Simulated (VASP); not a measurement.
# Mg (I4/mmm) in VASP: further runs, part 2 of 2

VASP 6.6.1. The steps go on from the part before.

### 3 Single point, PBE

This run uses another cell than the first one, of 21.92 Å³/atom, 1.009 times its volume.

INCAR

```
SYSTEM = Mg
PREC     = Accurate       ! precision mode
ENCUT    = 520            ! plane-wave cutoff, eV
EDIFF    = 1E-7           ! SCF threshold, eV
ISMEAR   = 0              ! smearing method
SIGMA    = 0.15           ! smearing width, eV
LREAL    = .False.        ! projectors in reciprocal space
LASPH    = .True.         ! aspherical terms in the spheres
NELM     = 100            ! most SCF steps
ALGO     = Normal         ! electronic algorithm
ISIF     = 2              ! what is computed and relaxed
LWAVE    = .False.        ! write WAVECAR
LCHARG   = .False.        ! write CHGCAR
GGA      = PE             ! functional
NBANDS   = 7              ! bands
```

KPOINTS

```
regular mesh
0
Gamma
  18 18 18
  0 0 0
```

POSCAR

```
Mg
1.0
   -1.7927500000      1.7927500000      1.7048661797
    1.7927500000     -1.7927500000      1.7048661797
    1.7927500000      1.7927500000     -1.7048661797
Mg
1
Direct
    0.0000000000      0.0000000000      0.0000000000
```

Potentials or basis: VASP PAW PBE potentials, release 64 (Mg).

The run is started by

```bash
cat potpaw_PBE.64/Mg/POTCAR > POTCAR
mpirun -np 1 vasp_std > vasp.out
```

OUTCAR:

```text
SYSTEM = Mg
   PREC = Accurate
   ENCUT = 520
   EDIFF = 1E-7
   ISMEAR = 0
   LREAL = .False.
   LASPH = .True.
   NELM = 100
   ISIF = 2
   GGA = PE

 ion  position               nearest neighbor table
   1  0.000  0.000  0.000-

  LATTYP: Found a body centered tetragonal cell.
 ALAT       =     3.5855000000
 C/A-ratio  =     0.9509782065

  Lattice vectors:

 A1 = (  -1.7927500000,   1.7927500000,   1.7048661797)
 A2 = (   1.7927500000,  -1.7927500000,   1.7048661797)
 A3 = (   1.7927500000,   1.7927500000,  -1.7048661797)

Analysis of symmetry for initial positions (statically):
=====================================================================
 Subroutine PRICEL returns:
 Original cell was already a primitive cell.

 Routine SETGRP: Setting up the symmetry group for a
 body centered tetragonal supercell.

 Subroutine GETGRP returns: Found 16 space group operations
 (whereof 16 operations were pure point group operations)
 out of a pool of 16 trial point group operations.

The static configuration has the point symmetry D_4h.

Analysis of symmetry for dynamics (positions and initial velocities):
=====================================================================
 Subroutine PRICEL returns:
 Original cell was already a primitive cell.

 Routine SETGRP: Setting up the symmetry group for a
 body centered tetragonal supercell.

 Subroutine GETGRP returns: Found 16 space group operations
 (whereof 16 operations were pure point group operations)
 out of a pool of 16 trial point group operations.

The dynamic configuration has the point symmetry D_4h.

 Subroutine INISYM returns: Found 16 space group operations
 (whereof 16 operations are pure point group operations),
 and found     1 'primitive' translations

----------------------------------------------------------------------------------------

                                     Primitive cell

  volume of cell :      21.9174

  direct lattice vectors                    reciprocal lattice vectors
    -1.792750000  1.792750000  1.704866180     0.000000000  0.278901130  0.293278150
     1.792750000 -1.792750000  1.704866180     0.278901130  0.000000000  0.293278150
     1.792750000  1.792750000 -1.704866180     0.278901130  0.278901130  0.000000000

  length of vectors
     3.055237113  3.055237113  3.055237113     0.404719549  0.404719549  0.394425760

  position of ions in fractional coordinates (direct lattice)
     0.000000000  0.000000000  0.000000000

  ion indices of the primitive-cell ions
   primitive index   ion index
                 1           1

----------------------------------------------------------------------------------------

 KPOINTS: regular mesh

Automatic generation of k-mesh.
 Grid dimensions read from file:
 generate k-points for:   18   18   18

 Generating k-lattice:

  Cartesian coordinates                     Fractional coordinates (reciprocal lattice)
     0.000000000  0.015494507  0.016293231     0.055555556  0.000000000 -0.000000000
     0.015494507  0.000000000  0.016293231     0.000000000  0.055555556 -0.000000000
     0.015494507  0.015494507  0.000000000     0.000000000  0.000000000  0.055555556

  Length of vectors
     0.022484419  0.022484419  0.021912542

  Shift w.r.t. Gamma in fractional coordinates (k-lattice)
     0.000000000  0.000000000  0.000000000

 Subroutine IBZKPT returns following result:
 ===========================================

 Found    480 irreducible k-points:

 Following reciprocal coordinates:
            Coordinates               Weight
  0.000000  0.000000  0.000000      1.000000
  0.055556  0.000000 -0.000000      8.000000
  0.111111  0.000000 -0.000000      8.000000
  0.166667  0.000000  0.000000      8.000000
  0.222222  0.000000 -0.000000      8.000000
  0.277778  0.000000 -0.000000      8.000000
[... 16 lines left out ...]
 -0.277778  0.055556  0.000000     16.000000
 -0.222222  0.055556  0.000000     16.000000
 [... further k-points ...]
   k-points           NKPTS =    480   k-points in BZ     NKDIM =    480   number of bands    NBANDS=      7
   number of dos      NEDOS =    301   number of ions     NIONS =      1
   total plane-waves  NPLWV =  13824
   dimension x,y,z NGX =    24 NGY =   24 NGZ =   24
   dimension x,y,z NGXF=    48 NGYF=   48 NGZF=   48
   ions per type =               1
   NGX,Y,Z   is equivalent  to a cutoff of  13.06, 13.06, 13.06 a.u.
   NGXF,Y,Z  is equivalent  to a cutoff of  26.12, 26.12, 26.12 a.u.
 SYSTEM =  Mg
   PREC   = accura    normal or accurate (medium, high low for compatibility)
   ISTART =      0    job   : 0-new  1-cont  2-samecut
   ICHARG =      2    charge: 1-file 2-atom 10-const
   ISPIN  =      1    spin polarized calculation?
   LNONCOLLINEAR =      F non collinear calculations
   LSORBIT =      F    spin-orbit coupling
   LASPH  =      T    aspherical Exc in radial PAW
   ENCUT  =  520.0 eV  38.22 Ry    6.18 a.u.   5.68  5.68  5.68*2*pi/ulx,y,z
   NELM   =    100;   NELMIN=  2; NELMDL= -5     # of ELM steps
   EDIFF  = 0.1E-06   stopping-criterion for ELM
   LREAL  =      F    real-space projection
   EDIFFG = 0.1E-05   stopping-criterion for IOM
   NSW    =      0    number of steps for IOM
   IBRION =     -1    ionic relax: 0-MD 1-quasi-New 2-CG
   NFREE  =      0    steps in history (QN), initial steepest desc. (CG)
   ISIF   =      2    stress and relaxation
   ISYM   =      2    0-nonsym 1-usesym 2-fastsym
   POTIM  = 0.5000    time-step for ionic-motion
   TEBEG  =    0.0;   TEEND  =   0.0 temperature during run
   PSTRESS=    0.0 pullay stress
   NELECT =       2.0000    total number of electrons
   NUPDOWN=      -1.0000    fix difference up-down
   EMIN   =  10.00;   EMAX   =-10.00  energy-range for DOS
   EFERMI =   0.00;   METHOD = LEGACY
   ISMEAR =     0;   SIGMA  =   0.15  broadening in eV -4-tet -1-fermi 0-gaus
   EFERMI_NEDOS =   21; number of points for ismear=-14 and -15
   IALGO  =     38    algorithm
   IMIX   =      4    mixing-type and parameters
     AMIX     =   0.40;   BMIX     =  1.00
     AMIX_MAG =   1.60;   BMIX_MAG =  1.00
  volume/ion in A,a.u.               =      21.92       147.91
  Fermi-wavevector in a.u.,A,eV,Ry     =   0.737035  1.392795  7.390969  0.543221
  Thomas-Fermi vector in A             =   1.830619
   LORBIT       =      0    0 simple, 1 ext, 2 COOP (PROOUT), +10 PAW based schemes
   GGA     = PE    functional components
   LHFCALC =     F    Hartree Fock is set to
   AEXX    =    0.0000 exact exchange contribution
   IVDW    =     0    specifies the selected vdW correction
   LEPSILON=     F    determine dielectric tensor
   LRPA    =     F    only Hartree local field effects (RPA)
 non-spin polarized calculation
 Gauss-broadening in eV      SIGMA  =   0.15
  energy-cutoff  :      520.00
  volume of cell :       21.92
 maximum number of plane-waves:       605
   NGX = 11   NGY = 11   NGZ = 11

 number of electron       2.0000000 magnetization

 Free energy of the ion-electron system (eV)
  ---------------------------------------------------
  ext. energy  EPLUGINS =         0.00000000
  ---------------------------------------------------
  free energy    TOTEN  =        -1.47497515 eV

  energy without entropy =       -1.47001948  energy(sigma->0) =       -1.47249732

 E-fermi :   2.8988     XC(G=0):  -8.6388

 val. band max:        2.8802267052   @ k =  -0.4444   0.5000   0.2778
 cond. band min:       2.9015123152   @ k =   0.3889   0.1667   0.0000
 fundamental gap:      0.0212856100
 Fermi energy:         2.8987756254

 k-point     1 :       0.0000    0.0000    0.0000
  band No.  band energies     occupation
      1      -4.2504      2.00000
      2      15.5579      0.00000
      3      16.6091      0.00000
      4      16.6091      0.00000
      5      17.7180      0.00000
      6      18.1705      0.00000
      7      18.1705      0.00000
[... 221 lines left out ...]
 k-point    24 :      -0.2222    0.0556    0.0000
  band No.  band energies     occupation
      1      -3.2783      2.00000
      2      10.8622      0.00000
      3      12.3719      0.00000
      4      14.3000      0.00000
      5      15.2942      0.00000
      6      17.3387      0.00000
      7      19.2479      0.00000

 [... further k-points ...]

------------------------ aborting loop because EDIFF is reached ----------------------------------------

  FORCE on cell =-STRESS in cart. coord.  units (eV):
  Direction    XX          YY          ZZ          XY          YZ          ZX
  --------------------------------------------------------------------------------------
  -------------------------------------------------------------------------------------
  Total        0.2082613      0.2082613      0.2495986      0.0000000      0.0000000      0.0000000
  in kB       15.2240223     15.2240223     18.2458014      0.0000000      0.0000000      0.0000000
  external PRESSURE =      16.2312820 kB  Pullay stress =       0.0000000 kB

 VOLUME and BASIS-vectors are now :
 -----------------------------------------------------------------------------
  energy-cutoff  :      520.00
  volume of cell :       21.92
      direct lattice vectors                 reciprocal lattice vectors
    -1.792750000  1.792750000  1.704866180     0.000000000  0.278901130  0.293278150
     1.792750000 -1.792750000  1.704866180     0.278901130  0.000000000  0.293278150
     1.792750000  1.792750000 -1.704866180     0.278901130  0.278901130  0.000000000

 POSITION                                       TOTAL-FORCE (eV/Angst)
 -----------------------------------------------------------------------------------
      0.00000      0.00000      0.00000         0.000000      0.000000      0.000000
 -----------------------------------------------------------------------------------
    total drift:                                0.000000      0.000000      0.000000

  FREE ENERGIE OF THE ION-ELECTRON SYSTEM (eV)
  ---------------------------------------------------
  free  energy   TOTEN  =        -1.4749751533 eV

  energy  without entropy=       -1.4700194790  energy(sigma->0) =       -1.47249732
```

It took 14 s on 1 thread of Intel Xeon 6975P-C (Granite Rapids), shared host; peak memory 0.19 GiB.

What came out:

```yaml
Free_energy: -1.4750 eV
Pressure: 1.6 GPa
Band_gap_on_the_k_mesh: zero (band 1 reaches 6.50 eV, above the bottom of band 2 at 1.75 eV)
```

Levels at points of the mesh, in eV from the Fermi level:
```csv
k point,band 1,band 2,band 3,band 4
"(0.00, 0.00, 0.00)",-7.15,12.66,13.71,13.71
"(0.50, 0.00, 0.00)",-1.47,-0.78,8.51,9.42
"(0.50, 0.50, 0.00)",-1.71,-1.14,9.43,10.30
"(0.50, 0.50, 0.50)",3.60,3.60,3.77,4.19
```

### 4 Single point, PBE

This run uses another cell than the first one, of 22.55 Å³/atom, 1.038 times its volume.

INCAR

```
SYSTEM = Mg
ALGO     = Fast           ! electronic algorithm
EDIFF    = 1E-6           ! SCF threshold, eV
ENCUT    = 520            ! plane-wave cutoff, eV
GGA      = PE             ! functional
ISIF     = 2              ! what is computed and relaxed
ISMEAR   = 0              ! smearing method
LASPH    = .True.         ! aspherical terms in the spheres
LCHARG   = .False.        ! write CHGCAR
LREAL    = .False.        ! projectors in reciprocal space
LWAVE    = .False.        ! write WAVECAR
NBANDS   = 7              ! bands
NELM     = 100            ! most SCF steps
PREC     = Accurate       ! precision mode
SIGMA    = 0.15           ! smearing width, eV
```

KPOINTS

```
k-points
0
Gamma
  18 18 18
  0 0 0
```

POSCAR

```
Mg
1.0
   -1.7499000000      1.7499000000      1.8412500000
    1.7499000000     -1.7499000000      1.8412500000
    1.7499000000      1.7499000000     -1.8412500000
Mg
1
Direct
    0.0000000000      0.0000000000      0.0000000000
```

The run is started by

```bash
cat potpaw_PBE.64/Mg/POTCAR > POTCAR
mpirun -np 1 vasp_std > vasp.out
```

Run time: 13 s. Hardware: 1 thread of Intel Xeon 6975P-C (Granite Rapids), shared host; peak memory 0.2 GiB.

Results (log left out):

```yaml
Free_energy: -1.4802 eV
Pressure: 0.5 GPa
Band_gap_on_the_k_mesh: zero (band 1 reaches 5.88 eV, above the bottom of band 2 at 1.72 eV)
```

Stress tensor (GPa, compression positive):
```
0.38 0.00 0.00
0.00 0.38 0.00
0.00 0.00 0.64
```

Levels at points of the mesh, in eV from the Fermi level:
```csv
k point,band 1,band 2,band 3,band 4,band 5,band 6
"(0.00, 0.00, 0.00)",-7.03,12.82,12.82,13.82,14.61,15.02
"(0.50, 0.00, 0.00)",-1.59,-1.03,8.99,9.76,10.64,11.77
"(0.50, 0.50, 0.00)",-1.37,-0.68,8.12,8.92,9.68,11.36
"(0.50, 0.50, 0.50)",3.13,3.67,4.26,4.30,4.30,7.78
```

### 5 Single point, PBE

This run uses another cell than the first one, of 22.79 Å³/atom, 1.050 times its volume.

INCAR

```
PREC     = Accurate       # precision mode
ENCUT    = 520            # plane-wave cutoff, eV
EDIFF    = 1E-6           # SCF threshold, eV
ISMEAR   = 0              # smearing method
SIGMA    = 0.15           # smearing width, eV
LREAL    = F              # projectors in reciprocal space
LASPH    = T              # aspherical terms in the spheres
NELM     = 60             # most SCF steps
ALGO     = Normal         # electronic algorithm
ISIF     = 2              # what is computed and relaxed
LWAVE    = F              # write WAVECAR
LCHARG   = F              # write CHGCAR
GGA      = PE             # functional
NBANDS   = 7              # bands
```

KPOINTS

```
regular mesh
0
Gamma
  18 18 18
```

POSCAR

```
Mg
1.0
   -1.7927500000      1.7927500000      1.7730500000
    1.7927500000     -1.7927500000      1.7730500000
    1.7927500000      1.7927500000     -1.7730500000
Mg
1
Direct
    0.0000000000      0.0000000000      0.0000000000
```

The run is started by

```bash
cat potpaw_PBE.64/Mg/POTCAR > POTCAR
mpirun -np 1 vasp_std > vasp.out
```

Run time: 13 s. Hardware: 1 thread of Intel Xeon 6975P-C (Granite Rapids), shared host; peak memory 0.2 GiB.

The run converged. Its results:

```
Free energy            : -1.4799 eV
Pressure               : 0.1 GPa
Band gap on the k mesh : zero (band 1 reaches 6.48 eV, above the bottom of band 2 at 1.72 eV)
```

Levels at points of the mesh, in eV from the Fermi level:
```tsv
k point	band 1	band 2	band 3	band 4	band 5	band 6
(0.00, 0.00, 0.00)	-6.99	12.91	13.13	13.13	14.95	15.14
(0.50, 0.00, 0.00)	-1.49	-0.90	8.58	9.31	10.16	11.51
(0.50, 0.50, 0.00)	-1.54	-0.98	8.77	9.49	10.37	11.60
(0.50, 0.50, 0.50)	3.78	3.78	3.94	4.04	4.04	7.57
```

### 6 Summary

```tsv
cell	gap on the mesh (eV)	pressure (GPa)
a = 3.044 Å, angles 109.8, 109.8, 108.8°, 1 atom	none	2.0
a = 3.055 Å, angles 108.1, 108.1, 112.2°, 1 atom	none	1.6
a = 3.085 Å, angles 110.9, 110.9, 106.7°, 1 atom	none	0.5
a = 3.094 Å, angles 109.2, 109.2, 110.1°, 1 atom	none	0.1
```

Alike in all rows: task single point; level PBE; potentials or basis VASP PAW PBE potentials, release 64 (Mg); no spin polarisation; k mesh 18 × 18 × 18; cutoff (eV) 520; smearing gaussian 0.15 eV.

Total energies depend on the potentials used, so only differences within one code and one set of settings carry meaning.
